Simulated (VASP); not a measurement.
# GaN (I-4m2) in VASP: a series of runs

The runs below take GaN through single point, with r2SCAN.

Program: VASP 6.6.1. These are calculated values, not measurements. Logs are shortened: lines on timing, memory, paths and dates and some standing lists are left out, and cuts for length are marked.

### Step 1. The cell of the first run

It takes space group I-4m2 (No. 119, tetragonal). The conventional cell has a = 3.346 Å, b = 3.346 Å, c = 4.394 Å, α = 90.00°, β = 90.00°, γ = 90.00°. Ga (site symmetry -4m2) has 4 N at 2.00 Å within 2.7 Å. N (site symmetry -4m2) has 4 Ga at 2.00 Å within 2.7 Å.

### Step 2. Single point, r2SCAN (strain +0.050 along x and y, -0.025 along z)

Contents of POSCAR:

```
GaN
1.0
    0.0000000000      2.3661756379      2.1971630923
    2.3661756379      0.0000000000      2.1971630923
    2.3661756379      2.3661756379      0.0000000000
Ga N
1 1
Direct
    0.0000000000      0.0000000000      0.0000000000
    0.7500000000      0.7500000000      0.7500000000
```

Contents of INCAR.step1:

```
SYSTEM = GaN
ALGO = Normal
EDIFF = 1E-4
ENCUT = 520
GGA = PE
ISMEAR = 0
LASPH = .True.
LCHARG = .False.
LREAL = .False.
LWAVE = .True.
NBANDS = 16
NELM = 80
PREC = Accurate
SIGMA = 0.05
```

Contents of INCAR.step2:

```
SYSTEM = GaN
ALGO = Normal
EDIFF = 1E-6
ENCUT = 520
ISIF = 2
ISMEAR = 0
ISTART = 1
LASPH = .True.
LCHARG = .False.
LMIXTAU = .True.
LREAL = .False.
LWAVE = .False.
METAGGA = R2SCAN
NBANDS = 16
NELM = 80
PREC = Accurate
SIGMA = 0.05
```

Contents of KPOINTS:

```
k-points
0
Gamma
  10 10 10
  0 0 0
```

Potentials or basis: VASP PAW PBE potentials, release 64 (Ga_d, N).

Launch:

```bash
$ cat potpaw_PBE.64/Ga_d/POTCAR potpaw_PBE.64/N/POTCAR > POTCAR
$ cp INCAR.step1 INCAR
$ mpirun -np 1 vasp_std > vasp.out
$ cp INCAR.step2 INCAR
$ mpirun -np 1 vasp_std > vasp.out
```

OUTCAR:

```text
SYSTEM = GaN
   EDIFF = 1E-6
   ENCUT = 520
   ISIF = 2
   ISMEAR = 0
   ISTART = 1
   LASPH = .True.
   LREAL = .False.
   METAGGA = R2SCAN
   NELM = 80
   PREC = Accurate

 ion  position               nearest neighbor table
   1  0.000  0.000  0.000-   2 2.00   2 2.00   2 2.00   2 2.00
   2  0.750  0.750  0.750-   1 2.00   1 2.00   1 2.00   1 2.00

  LATTYP: Found a body centered tetragonal cell.
 ALAT       =     3.3462776781
 C/A-ratio  =     1.3131983079

  Lattice vectors:

 A1 = (   0.0000000000,  -2.3661756379,  -2.1971630923)
 A2 = (   0.0000000000,   2.3661756379,  -2.1971630923)
 A3 = (   2.3661756379,   0.0000000000,   2.1971630923)

Analysis of symmetry for initial positions (statically):
=====================================================================
 Subroutine PRICEL returns:
 Original cell was already a primitive cell.

 Routine SETGRP: Setting up the symmetry group for a
 body centered tetragonal supercell.

 Subroutine GETGRP returns: Found  8 space group operations
 (whereof  8 operations were pure point group operations)
 out of a pool of 16 trial point group operations.

The static configuration has the point symmetry D_2d.

Analysis of symmetry for dynamics (positions and initial velocities):
=====================================================================
 Subroutine PRICEL returns:
 Original cell was already a primitive cell.

 Routine SETGRP: Setting up the symmetry group for a
 body centered tetragonal supercell.

 Subroutine GETGRP returns: Found  8 space group operations
 (whereof  8 operations were pure point group operations)
 out of a pool of 16 trial point group operations.

The dynamic configuration has the point symmetry D_2d.

 Subroutine INISYM returns: Found  8 space group operations
 (whereof  8 operations are pure point group operations),
 and found     1 'primitive' translations

----------------------------------------------------------------------------------------

                                     Primitive cell

  volume of cell :      24.6029

  direct lattice vectors                    reciprocal lattice vectors
     0.000000000  2.366175638  2.197163092    -0.211311448  0.211311448  0.227566175
     2.366175638  0.000000000  2.197163092     0.211311448 -0.211311448  0.227566175
     2.366175638  2.366175638  0.000000000     0.211311448  0.211311448 -0.227566175

  length of vectors
     3.228980149  3.228980149  3.346277678     0.375621378  0.375621378  0.375621378

  position of ions in fractional coordinates (direct lattice)
     0.000000000  0.000000000  0.000000000
     0.750000000  0.750000000  0.750000000

  ion indices of the primitive-cell ions
   primitive index   ion index
                 1           1
                 2           2

----------------------------------------------------------------------------------------

 KPOINTS: k-points

Automatic generation of k-mesh.
 Grid dimensions read from file:
 generate k-points for:   10   10   10

 Generating k-lattice:

  Cartesian coordinates                     Fractional coordinates (reciprocal lattice)
    -0.021131145  0.021131145  0.022756617     0.100000000  0.000000000  0.000000000
     0.021131145 -0.021131145  0.022756617     0.000000000  0.100000000  0.000000000
     0.021131145  0.021131145 -0.022756617    -0.000000000 -0.000000000  0.100000000

  Length of vectors
     0.037562138  0.037562138  0.037562138

  Shift w.r.t. Gamma in fractional coordinates (k-lattice)
     0.000000000  0.000000000  0.000000000

 Subroutine IBZKPT returns following result:
 ===========================================

 Found    102 irreducible k-points:

 Following reciprocal coordinates:
            Coordinates               Weight
  0.000000  0.000000  0.000000      1.000000
  0.100000  0.000000  0.000000      8.000000
  0.200000  0.000000  0.000000      8.000000
  0.300000  0.000000  0.000000      8.000000
  0.400000  0.000000  0.000000      8.000000
  0.500000  0.000000  0.000000      4.000000
[... 16 lines left out ...]
  0.300000  0.300000  0.000000      2.000000
  0.400000  0.300000  0.000000      8.000000
 [... further k-points ...]
   k-points           NKPTS =    102   k-points in BZ     NKDIM =    102   number of bands    NBANDS=     16
   number of dos      NEDOS =    301   number of ions     NIONS =      2
   total plane-waves  NPLWV =  16128
   dimension x,y,z NGX =    24 NGY =   24 NGZ =   28
   dimension x,y,z NGXF=    48 NGYF=   48 NGZF=   56
   ions per type =               1   1
   NGX,Y,Z   is equivalent  to a cutoff of  12.36, 12.36, 13.91 a.u.
   NGXF,Y,Z  is equivalent  to a cutoff of  24.71, 24.71, 27.82 a.u.
 SYSTEM =  GaN
   PREC   = accura    normal or accurate (medium, high low for compatibility)
   ISTART =      1    job   : 0-new  1-cont  2-samecut
   ICHARG =      0    charge: 1-file 2-atom 10-const
   ISPIN  =      1    spin polarized calculation?
   LNONCOLLINEAR =      F non collinear calculations
   LSORBIT =      F    spin-orbit coupling
   LASPH  =      T    aspherical Exc in radial PAW
   ENCUT  =  520.0 eV  38.22 Ry    6.18 a.u.   6.00  6.00  6.22*2*pi/ulx,y,z
   NELM   =     80;   NELMIN=  2; NELMDL=  0     # of ELM steps
   EDIFF  = 0.1E-05   stopping-criterion for ELM
   LREAL  =      F    real-space projection
   EDIFFG = 0.1E-04   stopping-criterion for IOM
   NSW    =      0    number of steps for IOM
   IBRION =     -1    ionic relax: 0-MD 1-quasi-New 2-CG
   NFREE  =      0    steps in history (QN), initial steepest desc. (CG)
   ISIF   =      2    stress and relaxation
   ISYM   =      2    0-nonsym 1-usesym 2-fastsym
   POTIM  = 0.5000    time-step for ionic-motion
   TEBEG  =    0.0;   TEEND  =   0.0 temperature during run
   PSTRESS=    0.0 pullay stress
   NELECT =      18.0000    total number of electrons
   NUPDOWN=      -1.0000    fix difference up-down
   EMIN   =  10.00;   EMAX   =-10.00  energy-range for DOS
   EFERMI =   0.00;   METHOD = LEGACY
   ISMEAR =     0;   SIGMA  =   0.05  broadening in eV -4-tet -1-fermi 0-gaus
   EFERMI_NEDOS =   21; number of points for ismear=-14 and -15
   IALGO  =     38    algorithm
   IMIX   =      4    mixing-type and parameters
     AMIX     =   0.40;   BMIX     =  1.00
     AMIX_MAG =   1.60;   BMIX_MAG =  1.00
  volume/ion in A,a.u.               =      12.30        83.01
  Fermi-wavevector in a.u.,A,eV,Ry     =   1.475152  2.787634 29.607296  2.176075
  Thomas-Fermi vector in A             =   2.589837
   LORBIT       =      0    0 simple, 1 ext, 2 COOP (PROOUT), +10 PAW based schemes
   METAGGA = R2SCAN    functional components
   LHFCALC =     F    Hartree Fock is set to
   AEXX    =    0.0000 exact exchange contribution
   IVDW    =     0    specifies the selected vdW correction
   LEPSILON=     F    determine dielectric tensor
   LRPA    =     F    only Hartree local field effects (RPA)
 non-spin polarized calculation
 Gauss-broadening in eV      SIGMA  =   0.05
  energy-cutoff  :      520.00
  volume of cell :       24.60
 maximum number of plane-waves:       676
   NGX = 11   NGY = 11   NGZ = 13

 number of electron      17.9999990 magnetization

 Free energy of the ion-electron system (eV)
  ---------------------------------------------------
  ext. energy  EPLUGINS =         0.00000000
  ---------------------------------------------------
  free energy    TOTEN  =       -21.79431663 eV

  energy without entropy =      -21.79431663  energy(sigma->0) =      -21.79431663

 E-fermi :   4.6963     XC(G=0): -12.2198

 val. band max:        4.4587260111   @ k =   0.0000   0.0000   0.0000
 cond. band min:       5.8849800162   @ k =   0.0000   0.0000   0.0000
 fundamental gap:      1.4262540052
 Fermi energy:         4.6962779154

 k-point     1 :       0.0000    0.0000    0.0000
  band No.  band energies     occupation
      1     -11.8618      2.00000
      2      -9.5670      2.00000
      3      -9.5669      2.00000
      4      -9.5031      2.00000
      5      -9.2724      2.00000
      6      -9.2690      2.00000
[... 8 lines left out ...]
     15      22.6814      0.00000
     16      22.6816      0.00000

 k-point     2 :       0.1000    0.0000    0.0000
  band No.  band energies     occupation
      1     -11.7671      2.00000
      2      -9.5556      2.00000
      3      -9.5366      2.00000
      4      -9.4789      2.00000
      5      -9.2736      2.00000
      6      -9.2683      2.00000
[... 8 lines left out ...]
     15      21.4779      0.00000
     16      22.8203      0.00000

 k-point     3 :       0.2000    0.0000    0.0000
  band No.  band energies     occupation
      1     -11.5329      2.00000
      2      -9.5295      2.00000
      3      -9.4907      2.00000
      4      -9.3400      2.00000
      5      -9.2629      2.00000
      6      -9.2623      2.00000
[... 8 lines left out ...]
     15      20.8907      0.00000
     16      22.4491      0.00000

 k-point     4 :       0.3000    0.0000    0.0000
  band No.  band energies     occupation
      1     -11.2897      2.00000
      2      -9.5061      2.00000
      3      -9.4628      2.00000
      4      -9.2791      2.00000
      5      -9.2451      2.00000
      6      -8.9449      2.00000
[... 8 lines left out ...]
     15      21.6934      0.00000
     16      22.2779      0.00000

 k-point     5 :       0.4000    0.0000    0.0000
  band No.  band energies     occupation
      1     -11.1442      2.00000
      2      -9.4951      2.00000
      3      -9.4502      2.00000
      4      -9.2646      2.00000
      5      -9.2223      2.00000
      6      -8.4249      2.00000
[... 8 lines left out ...]
     15      23.2215      0.00000
     16      23.2722      0.00000

 k-point     6 :       0.5000    0.0000    0.0000
  band No.  band energies     occupation
      1     -11.1012      2.00000
      2      -9.4927      2.00000
      3      -9.4475      2.00000
      4      -9.2573      2.00000
      5      -9.2116      2.00000
      6      -8.1418      2.00000
[... 8 lines left out ...]
     15      24.1717      0.00000
     16      24.2022      0.00000

 k-point     7 :       0.1000    0.1000    0.0000
  band No.  band energies     occupation
      1     -11.7264      2.00000
      2      -9.5452      2.00000
      3      -9.5451      2.00000
      4      -9.4612      2.00000
      5      -9.2725      2.00000
      6      -9.2609      2.00000
[... 8 lines left out ...]
     15      23.3100      0.00000
     16      23.4886      0.00000

 k-point     8 :       0.2000    0.1000    0.0000
  band No.  band energies     occupation
      1     -11.5347      2.00000
      2      -9.5177      2.00000
      3      -9.5103      2.00000
      4      -9.3840      2.00000
      5      -9.2512      2.00000
      6      -9.2378      2.00000
[... 8 lines left out ...]
     15      22.6226      0.00000
     16      22.7718      0.00000

 k-point     9 :       0.3000    0.1000    0.0000
  band No.  band energies     occupation
      1     -11.3016      2.00000
      2      -9.4909      2.00000
      3      -9.4754      2.00000
      4      -9.3287      2.00000
      5      -9.2349      2.00000
      6      -8.9765      2.00000
[... 8 lines left out ...]
     15      22.2419      0.00000
     16      22.9525      0.00000
[... 172 lines left out ...]
 k-point    19 :       0.5000    0.2000    0.0000
  band No.  band energies     occupation
      1     -11.0332      2.00000
      2      -9.4424      2.00000
      3      -9.4240      2.00000
      4      -9.3274      2.00000
      5      -9.2090      2.00000
      6      -7.9621      2.00000
[... 8 lines left out ...]
     15      24.9187      0.00000
     16      25.0379      0.00000

 k-point    20 :      -0.4000    0.2000    0.0000
  band No.  band energies     occupation
      1     -11.0319      2.00000
      2      -9.4431      2.00000
      3      -9.4284      2.00000
      4      -9.3001      2.00000
      5      -9.2293      2.00000
      6      -7.9309      2.00000
[... 8 lines left out ...]
     15      23.0378      0.00000
     16      25.1643      0.00000

 k-point    21 :      -0.3000    0.2000    0.0000
  band No.  band energies     occupation
      1     -11.0923      2.00000
      2      -9.4451      2.00000
      3      -9.4422      2.00000
      4      -9.2855      2.00000
      5      -9.2586      2.00000
      6      -8.3488      2.00000
[... 8 lines left out ...]
     15      21.0304      0.00000
     16      25.4488      0.00000

 k-point    22 :      -0.2000    0.2000    0.0000
  band No.  band energies     occupation
      1     -11.2260      2.00000
      2      -9.4779      2.00000
      3      -9.4448      2.00000
      4      -9.2797      2.00000
      5      -9.2745      2.00000
      6      -8.8458      2.00000
[... 8 lines left out ...]
     15      21.2300      0.00000
     16      25.4026      0.00000

 k-point    23 :       0.3000    0.3000    0.0000
  band No.  band energies     occupation
      1     -11.1226      2.00000
      2      -9.4184      2.00000
      3      -9.4045      2.00000
      4      -9.4044      2.00000
      5      -9.2135      2.00000
      6      -8.6297      2.00000
[... 8 lines left out ...]
     15      25.4336      0.00000
     16      26.1371      0.00000

 k-point    24 :       0.4000    0.3000    0.0000
  band No.  band energies     occupation
      1     -11.0354      2.00000
      2      -9.4362      2.00000
      3      -9.3739      2.00000
      4      -9.3695      2.00000
      5      -9.2020      2.00000
      6      -8.2093      2.00000
[... 8 lines left out ...]
     15      26.1229      0.00000
     16      26.1654      0.00000

 [... further k-points ...]

------------------------ aborting loop because EDIFF is reached ----------------------------------------

  FORCE on cell =-STRESS in cart. coord.  units (eV):
  Direction    XX          YY          ZZ          XY          YZ          ZX
  --------------------------------------------------------------------------------------
  -------------------------------------------------------------------------------------
  Total       -2.3488162     -2.3488162     -1.0302587      0.0000000      0.0000000      0.0000000
  in kB     -152.9584158   -152.9584158    -67.0919812      0.0000000      0.0000000      0.0000000
  external PRESSURE =    -124.3362709 kB  Pullay stress =       0.0000000 kB

 VOLUME and BASIS-vectors are now :
 -----------------------------------------------------------------------------
  energy-cutoff  :      520.00
  volume of cell :       24.60
      direct lattice vectors                 reciprocal lattice vectors
     0.000000000  2.366175638  2.197163092    -0.211311448  0.211311448  0.227566175
     2.366175638  0.000000000  2.197163092     0.211311448 -0.211311448  0.227566175
     2.366175638  2.366175638  0.000000000     0.211311448  0.211311448 -0.227566175

 POSITION                                       TOTAL-FORCE (eV/Angst)
 -----------------------------------------------------------------------------------
      0.00000      0.00000      0.00000         0.000000      0.000000     -0.000000
      3.54926      3.54926      3.29574        -0.000000     -0.000000      0.000000
 -----------------------------------------------------------------------------------
    total drift:                               -0.000018     -0.000018     -0.000315

  FREE ENERGIE OF THE ION-ELECTRON SYSTEM (eV)
  ---------------------------------------------------
  free  energy   TOTEN  =       -21.7943166272 eV

  energy  without entropy=      -21.7943166272  energy(sigma->0) =      -21.79431663
```

Run time: 58 s. Hardware: 1 thread of Intel Xeon 6975P-C (Granite Rapids), shared host; peak memory 0.17 GiB.

Results:

* Free energy: -21.7943 eV
* Pressure: -12.4 GPa
* Band gap on the k mesh: 1.43 eV

Levels at points of the mesh, in eV from the valence-band top:
| k point | band 7 | band 8 | band 9 | band 10 | band 11 | band 12 |
| --- | --- | --- | --- | --- | --- | --- |
| (0.00, 0.00, 0.00) | -0.29 | -0.29 | 0.00 | 1.43 | 10.21 | 10.45 |
| (0.50, 0.00, 0.00) | -6.87 | -1.35 | -0.85 | 4.34 | 8.88 | 9.91 |
| (0.50, 0.50, 0.00) | -5.59 | -3.07 | -3.07 | 3.31 | 5.80 | 12.50 |
| (0.50, 0.00, 0.50) | -6.36 | -2.54 | -2.51 | 3.71 | 6.98 | 11.51 |

Caveat: the cell differs from its parent crystal (strain +0.050 along x and y, -0.025 along z); the cell stands under tension; the PAW data sets were made with another functional, which shifts forces and pressure a little.

### Step 3. Single point, r2SCAN (strain +0.050 along x and y, +0.000 along z)

Contents of POSCAR:

```
GaN
1.0
    0.0000000000      2.3661756379      2.2535006075
    2.3661756379      0.0000000000      2.2535006075
    2.3661756379      2.3661756379      0.0000000000
Ga N
1 1
Direct
    0.0000000000      0.0000000000      0.0000000000
    0.7500000000      0.7500000000      0.7500000000
```

Contents of INCAR.step1:

```
ALGO = Normal ; EDIFF = 1E-4
ENCUT = 520 ; GGA = PE
ISMEAR = 0 ; LASPH = True
LCHARG = False ; LREAL = False
LWAVE = True ; NBANDS = 16
NELM = 80 ; PREC = Accurate
SIGMA = 0.05
```

Contents of INCAR.step2:

```
ALGO = Normal ; EDIFF = 1E-6
ENCUT = 520 ; ISIF = 2
ISMEAR = 0 ; ISTART = 1
LASPH = True ; LCHARG = True
LELF = True ; LMIXTAU = True
LREAL = False ; LVHAR = True
LWAVE = False ; METAGGA = R2SCAN
NBANDS = 16 ; NELM = 80
PREC = Accurate ; SIGMA = 0.05
```

Contents of KPOINTS:

```
k-points
0
Gamma
  10 10 10
```

Potentials or basis: VASP PAW PBE potentials, release 64 (Ga_d, N).

Launch:

```bash
$ cat potpaw_PBE.64/Ga_d/POTCAR potpaw_PBE.64/N/POTCAR > POTCAR
$ cp INCAR.step1 INCAR
$ mpirun -np 1 vasp_std > vasp.out
$ cp INCAR.step2 INCAR
$ mpirun -np 1 vasp_std > vasp.out
```

It took 54 s on 1 thread of Intel Xeon 6975P-C (Granite Rapids), shared host; peak memory 0.17 GiB.

It converged, with:

- Free energy: -21.7584 eV
- Pressure: -15.6 GPa
- Band gap on the k mesh: 1.33 eV

Stress tensor (GPa, compression positive):
```
-17.61   0.00   0.00
  0.00 -17.61   0.00
  0.00   0.00 -11.66
```

Levels at points of the mesh, in eV from the valence-band top:
| k point | band 7 | band 8 | band 9 | band 10 | band 11 | band 12 |
| --- | --- | --- | --- | --- | --- | --- |
| (0.00, 0.00, 0.00) | -0.20 | -0.20 | 0.00 | 1.33 | 10.14 | 10.30 |
| (0.50, 0.00, 0.00) | -6.67 | -1.18 | -0.85 | 4.29 | 8.78 | 10.01 |
| (0.50, 0.50, 0.00) | -5.62 | -2.81 | -2.81 | 3.43 | 5.99 | 12.14 |
| (0.50, 0.00, 0.50) | -6.11 | -2.47 | -2.45 | 3.69 | 6.73 | 11.52 |

Caveat: the cell differs from its parent crystal (strain +0.050 along x and y, +0.000 along z); the cell stands under tension; the PAW data sets were made with another functional, which shifts forces and pressure a little.
